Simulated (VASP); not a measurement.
# Zr (P6_3/mmc) in VASP: single point with r2SCAN

Aim: the single point of Zr with r2SCAN.

All numbers are computed with VASP 6.6.1; they aren't measurements. Logs are shortened: lines on timing, memory, paths and dates and some standing lists are left out, and cuts for length are marked.

## (1) The cell of the first run

It takes space group P6_3/mmc (No. 194, hexagonal). The conventional cell has a = 3.232 Å, b = 3.232 Å, c = 5.147 Å, α = 90.00°, β = 90.00°, γ = 120.00°. Within 4.2 Å of Zr (site symmetry -6m2) lie 12 Zr at 3.18 to 3.23 Å.

## (2) Single point, r2SCAN

Input file POSCAR:

```
Zr
1.0
    3.2319982225      0.0000000000      0.0000000000
   -1.6159991112      2.7989925657      0.0000000000
    0.0000000000      0.0000000000      5.1470000000
Zr
2
Direct
    0.3333333333      0.6666666667      0.2500000000
    0.6666666667      0.3333333333      0.7500000000
```

Input file INCAR.step1:

```
PREC = Accurate
ENCUT = 520
ISMEAR = 0
SIGMA = 0.15
LREAL = F
LASPH = T
NELM = 100
NBANDS = 19
GGA = PE
ALGO = Normal
EDIFF = 1E-4
LWAVE = T
LCHARG = F
```

Input file INCAR.step2:

```
PREC = Accurate
ENCUT = 520
EDIFF = 1E-7
ISMEAR = 0
SIGMA = 0.15
LREAL = F
LASPH = T
NELM = 100
ALGO = Normal
ISIF = 2
LWAVE = F
LCHARG = F
METAGGA = R2SCAN
LMIXTAU = T
NBANDS = 19
ISTART = 1
```

Input file KPOINTS:

```
regular mesh
0
Gamma
  18 18 10
```

Potentials or basis: VASP PAW PBE potentials, release 64 (Zr_sv).

Started as:

```bash
cat potpaw_PBE.64/Zr_sv/POTCAR > POTCAR
cp INCAR.step1 INCAR
mpirun -np 1 vasp_std > vasp.out
cp INCAR.step2 INCAR
mpirun -np 1 vasp_std > vasp.out
```

OUTCAR:

```text
PREC = Accurate
   ENCUT = 520
   EDIFF = 1E-7
   ISMEAR = 0
   LREAL = F
   LASPH = T
   NELM = 100
   ISIF = 2
   METAGGA = R2SCAN
   ISTART = 1

 ion  position               nearest neighbor table
   1  0.333  0.667  0.250-   2 3.18   2 3.18   2 3.18   2 3.18   2 3.18   2 3.18
   2  0.667  0.333  0.750-   1 3.18   1 3.18   1 3.18   1 3.18   1 3.18   1 3.18

  LATTYP: Found a hexagonal cell.
 ALAT       =     3.2319982225
 C/A-ratio  =     1.5925132521

  Lattice vectors:

 A1 = (   3.2319982225,   0.0000000000,   0.0000000000)
 A2 = (  -1.6159991112,   2.7989925657,   0.0000000000)
 A3 = (   0.0000000000,   0.0000000000,   5.1470000000)

Analysis of symmetry for initial positions (statically):
=====================================================================
 Subroutine PRICEL returns:
 Original cell was already a primitive cell.

 Routine SETGRP: Setting up the symmetry group for a
 hexagonal supercell.

 Subroutine GETGRP returns: Found 24 space group operations
 (whereof 12 operations were pure point group operations)
 out of a pool of 24 trial point group operations.

The static configuration has the point symmetry D_3d.
 The point group associated with its full space group is D_6h.

Analysis of symmetry for dynamics (positions and initial velocities):
=====================================================================
 Subroutine PRICEL returns:
 Original cell was already a primitive cell.

 Routine SETGRP: Setting up the symmetry group for a
 hexagonal supercell.

 Subroutine GETGRP returns: Found 24 space group operations
 (whereof 12 operations were pure point group operations)
 out of a pool of 24 trial point group operations.

The dynamic configuration has the point symmetry D_3d.
 The point group associated with its full space group is D_6h.

 Subroutine INISYM returns: Found 24 space group operations
 (whereof 12 operations are pure point group operations),
 and found     1 'primitive' translations

----------------------------------------------------------------------------------------

                                     Primitive cell

  volume of cell :      46.5615

  direct lattice vectors                    reciprocal lattice vectors
     3.231998223  0.000000000  0.000000000     0.309406111  0.178635701  0.000000000
    -1.615999111  2.798992566  0.000000000     0.000000000  0.357271403  0.000000000
     0.000000000  0.000000000  5.147000000     0.000000000  0.000000000  0.194287935

  length of vectors
     3.231998223  3.231998222  5.147000000     0.357271403  0.357271403  0.194287935

  position of ions in fractional coordinates (direct lattice)
     0.333333333  0.666666667  0.250000000
     0.666666667  0.333333333  0.750000000

  ion indices of the primitive-cell ions
   primitive index   ion index
                 1           1
                 2           2

----------------------------------------------------------------------------------------

 KPOINTS: regular mesh

Automatic generation of k-mesh.
 Grid dimensions read from file:
 generate k-points for:   18   18   10

 Generating k-lattice:

  Cartesian coordinates                     Fractional coordinates (reciprocal lattice)
     0.017189228  0.009924206  0.000000000     0.055555556  0.000000000  0.000000000
     0.000000000  0.019848411  0.000000000     0.000000000  0.055555556  0.000000000
     0.000000000  0.000000000  0.019428793     0.000000000  0.000000000  0.100000000

  Length of vectors
     0.019848411  0.019848411  0.019428793

  Shift w.r.t. Gamma in fractional coordinates (k-lattice)
     0.000000000  0.000000000  0.000000000

 Subroutine IBZKPT returns following result:
 ===========================================

 Found    222 irreducible k-points:

 Following reciprocal coordinates:
            Coordinates               Weight
  0.000000  0.000000  0.000000      1.000000
  0.055556 -0.000000  0.000000      6.000000
  0.111111 -0.000000  0.000000      6.000000
  0.166667 -0.000000  0.000000      6.000000
  0.222222  0.000000  0.000000      6.000000
  0.277778  0.000000  0.000000      6.000000
[... 16 lines left out ...]
  0.333333  0.111111  0.000000     12.000000
  0.388889  0.111111  0.000000     12.000000
 [... further k-points ...]
   k-points           NKPTS =    222   k-points in BZ     NKDIM =    222   number of bands    NBANDS=     19
   number of dos      NEDOS =    301   number of ions     NIONS =      2
   total plane-waves  NPLWV =  23040
   dimension x,y,z NGX =    24 NGY =   24 NGZ =   40
   dimension x,y,z NGXF=    48 NGYF=   48 NGZF=   80
   ions per type =               2
   NGX,Y,Z   is equivalent  to a cutoff of  12.35, 12.35, 12.92 a.u.
   NGXF,Y,Z  is equivalent  to a cutoff of  24.69, 24.69, 25.84 a.u.
 SYSTEM =  unknown system
   PREC   = accura    normal or accurate (medium, high low for compatibility)
   ISTART =      1    job   : 0-new  1-cont  2-samecut
   ICHARG =      0    charge: 1-file 2-atom 10-const
   ISPIN  =      1    spin polarized calculation?
   LNONCOLLINEAR =      F non collinear calculations
   LSORBIT =      F    spin-orbit coupling
   LASPH  =      T    aspherical Exc in radial PAW
   ENCUT  =  520.0 eV  38.22 Ry    6.18 a.u.   6.01  6.01  9.57*2*pi/ulx,y,z
   NELM   =    100;   NELMIN=  2; NELMDL=  0     # of ELM steps
   EDIFF  = 0.1E-06   stopping-criterion for ELM
   LREAL  =      F    real-space projection
   EDIFFG = 0.1E-05   stopping-criterion for IOM
   NSW    =      0    number of steps for IOM
   IBRION =     -1    ionic relax: 0-MD 1-quasi-New 2-CG
   NFREE  =      0    steps in history (QN), initial steepest desc. (CG)
   ISIF   =      2    stress and relaxation
   ISYM   =      2    0-nonsym 1-usesym 2-fastsym
   POTIM  = 0.5000    time-step for ionic-motion
   TEBEG  =    0.0;   TEEND  =   0.0 temperature during run
   PSTRESS=    0.0 pullay stress
   NELECT =      24.0000    total number of electrons
   NUPDOWN=      -1.0000    fix difference up-down
   EMIN   =  10.00;   EMAX   =-10.00  energy-range for DOS
   EFERMI =   0.00;   METHOD = LEGACY
   ISMEAR =     0;   SIGMA  =   0.15  broadening in eV -4-tet -1-fermi 0-gaus
   EFERMI_NEDOS =   21; number of points for ismear=-14 and -15
   IALGO  =     38    algorithm
   IMIX   =      4    mixing-type and parameters
     AMIX     =   0.40;   BMIX     =  1.00
     AMIX_MAG =   1.60;   BMIX_MAG =  1.00
  volume/ion in A,a.u.               =      23.28       157.11
  Fermi-wavevector in a.u.,A,eV,Ry     =   1.312612  2.480476 23.442147  1.722949
  Thomas-Fermi vector in A             =   2.442992
   LORBIT       =      0    0 simple, 1 ext, 2 COOP (PROOUT), +10 PAW based schemes
   METAGGA = R2SCAN    functional components
   LHFCALC =     F    Hartree Fock is set to
   AEXX    =    0.0000 exact exchange contribution
   IVDW    =     0    specifies the selected vdW correction
   LEPSILON=     F    determine dielectric tensor
   LRPA    =     F    only Hartree local field effects (RPA)
 non-spin polarized calculation
 Gauss-broadening in eV      SIGMA  =   0.15
  energy-cutoff  :      520.00
  volume of cell :       46.56
 maximum number of plane-waves:      1284
   NGX = 13   NGY = 13   NGZ = 19

 number of electron      24.0000000 magnetization

 Free energy of the ion-electron system (eV)
  ---------------------------------------------------
  ext. energy  EPLUGINS =         0.00000000
  ---------------------------------------------------
  free energy    TOTEN  =       -45.50941856 eV

  energy without entropy =      -45.49102679  energy(sigma->0) =      -45.50022268

 E-fermi :   9.0426     XC(G=0): -11.9505

 val. band max:        9.0267637019   @ k =   0.3333   0.2778   0.4000
 cond. band min:       9.0502773596   @ k =   0.3889   0.1667   0.3000
 fundamental gap:      0.0235136576
 Fermi energy:         9.0425938211

 k-point     1 :       0.0000    0.0000    0.0000
  band No.  band energies     occupation
      1     -41.5134      2.00000
      2     -41.3465      2.00000
      3     -19.3739      2.00000
      4     -18.4533      2.00000
      5     -18.4533      2.00000
      6     -18.3143      2.00000
[... 11 lines left out ...]
     18      11.4331      0.00000
     19      13.7606      0.00000

 k-point     2 :       0.0556   -0.0000    0.0000
  band No.  band energies     occupation
      1     -41.5096      2.00000
      2     -41.3449      2.00000
      3     -19.3638      2.00000
      4     -18.4756      2.00000
      5     -18.4607      2.00000
      6     -18.3315      2.00000
[... 11 lines left out ...]
     18      11.3487      0.00000
     19      13.8236      0.00000

 k-point     3 :       0.1111   -0.0000    0.0000
  band No.  band energies     occupation
      1     -41.4985      2.00000
      2     -41.3404      2.00000
      3     -19.3342      2.00000
      4     -18.5398      2.00000
      5     -18.4814      2.00000
      6     -18.3974      2.00000
[... 11 lines left out ...]
     18      11.1308      0.00000
     19      13.9786      0.00000

 k-point     4 :       0.1667   -0.0000    0.0000
  band No.  band energies     occupation
      1     -41.4811      2.00000
      2     -41.3338      2.00000
      3     -19.2869      2.00000
      4     -18.6381      2.00000
      5     -18.5122      2.00000
      6     -18.4958      2.00000
[... 11 lines left out ...]
     18      11.4493      0.00000
     19      14.1632      0.00000

 k-point     5 :       0.2222    0.0000    0.0000
  band No.  band energies     occupation
      1     -41.4592      2.00000
      2     -41.3262      2.00000
      3     -19.2248      2.00000
      4     -18.7588      2.00000
      5     -18.6127      2.00000
      6     -18.5486      2.00000
[... 11 lines left out ...]
     18      11.9491      0.00000
     19      14.3332      0.00000

 k-point     6 :       0.2778    0.0000    0.0000
  band No.  band energies     occupation
      1     -41.4347      2.00000
      2     -41.3191      2.00000
      3     -19.1521      2.00000
      4     -18.8869      2.00000
      5     -18.7329      2.00000
      6     -18.5863      2.00000
[... 11 lines left out ...]
     18      12.5446      0.00000
     19      14.4683      0.00000

 k-point     7 :       0.3333    0.0000    0.0000
  band No.  band energies     occupation
      1     -41.4102      2.00000
      2     -41.3139      2.00000
      3     -19.0744      2.00000
      4     -19.0067      2.00000
      5     -18.8426      2.00000
      6     -18.6207      2.00000
[... 11 lines left out ...]
     18      13.1912      0.00000
     19      14.5645      0.00000

 k-point     8 :       0.3889   -0.0000    0.0000
  band No.  band energies     occupation
      1     -41.3883      2.00000
      2     -41.3114      2.00000
      3     -19.1037      2.00000
      4     -18.9994      2.00000
      5     -18.9298      2.00000
      6     -18.6483      2.00000
[... 256 lines left out ...]
 k-point    20 :       0.1667    0.1111    0.0000
  band No.  band energies     occupation
      1     -41.4503      2.00000
      2     -41.3235      2.00000
      3     -19.1992      2.00000
      4     -18.7657      2.00000
      5     -18.7039      2.00000
      6     -18.5294      2.00000
[... 11 lines left out ...]
     18      12.3694      0.00000
     19      14.2491      0.00000

 k-point    21 :       0.2222    0.1111    0.0000
  band No.  band energies     occupation
      1     -41.4269      2.00000
      2     -41.3172      2.00000
      3     -19.1283      2.00000
      4     -18.8819      2.00000
      5     -18.7909      2.00000
      6     -18.5857      2.00000
[... 11 lines left out ...]
     18      13.0466      0.00000
     19      14.3344      0.00000

 k-point    22 :       0.2778    0.1111    0.0000
  band No.  band energies     occupation
      1     -41.4034      2.00000
      2     -41.3128      2.00000
      3     -19.0521      2.00000
      4     -18.9935      2.00000
      5     -18.8673      2.00000
      6     -18.6395      2.00000
[... 11 lines left out ...]
     18      13.7842      0.00000
     19      14.3987      0.00000

 k-point    23 :       0.3333    0.1111    0.0000
  band No.  band energies     occupation
      1     -41.3822      2.00000
      2     -41.3110      2.00000
      3     -19.0840      2.00000
      4     -18.9778      2.00000
      5     -18.9285      2.00000
      6     -18.6828      2.00000
[... 11 lines left out ...]
     18      14.4400      0.00000
     19      14.5341      0.00000

 k-point    24 :       0.3889    0.1111    0.0000
  band No.  band energies     occupation
      1     -41.3666      2.00000
      2     -41.3117      2.00000
      3     -19.1425      2.00000
      4     -18.9683      2.00000
      5     -18.9176      2.00000
      6     -18.7107      2.00000
[... 11 lines left out ...]
     18      14.4620      0.00000
     19      15.2076      0.00000

 [... further k-points ...]

------------------------ aborting loop because EDIFF is reached ----------------------------------------

  FORCE on cell =-STRESS in cart. coord.  units (eV):
  Direction    XX          YY          ZZ          XY          YZ          ZX
  --------------------------------------------------------------------------------------
  -------------------------------------------------------------------------------------
  Total        0.2903300      0.2903300      0.2205429      0.0000000      0.0000000      0.0000000
  in kB        9.9902303      9.9902303      7.5888617      0.0000000      0.0000000      0.0000000
  external PRESSURE =       9.1897741 kB  Pullay stress =       0.0000000 kB

 VOLUME and BASIS-vectors are now :
 -----------------------------------------------------------------------------
  energy-cutoff  :      520.00
  volume of cell :       46.56
      direct lattice vectors                 reciprocal lattice vectors
     3.231998223  0.000000000  0.000000000     0.309406111  0.178635701  0.000000000
    -1.615999111  2.798992566  0.000000000     0.000000000  0.357271403  0.000000000
     0.000000000  0.000000000  5.147000000     0.000000000  0.000000000  0.194287935

 POSITION                                       TOTAL-FORCE (eV/Angst)
 -----------------------------------------------------------------------------------
     -0.00000      1.86600      1.28675         0.000000      0.000000      0.000000
      1.61600      0.93300      3.86025        -0.000000     -0.000000      0.000000
 -----------------------------------------------------------------------------------
    total drift:                               -0.000000      0.000000     -0.000000

  FREE ENERGIE OF THE ION-ELECTRON SYSTEM (eV)
  ---------------------------------------------------
  free  energy   TOTEN  =       -45.5094185590 eV

  energy  without entropy=      -45.4910267947  energy(sigma->0) =      -45.50022268
```

It took 11 min on 1 thread of Intel Xeon Platinum 8259CL at 2.50GHz (Skylake/Cascade Lake), shared host; peak memory 0.28 GiB.

What came out:

```
Free energy            : -45.5094 eV
Pressure               : 0.9 GPa
Band gap on the k mesh : zero (bands 12 and 13 overlap by 1.31 eV)
```

Stress tensor (GPa, compression positive):
```
1.00 0.00 0.00
0.00 1.00 0.00
0.00 0.00 0.76
```

Caveat: the PAW data sets were made with another functional, which shifts forces and pressure a little.

The gap in the log of VASP goes by the Fermi energy; the results here count the filled bands.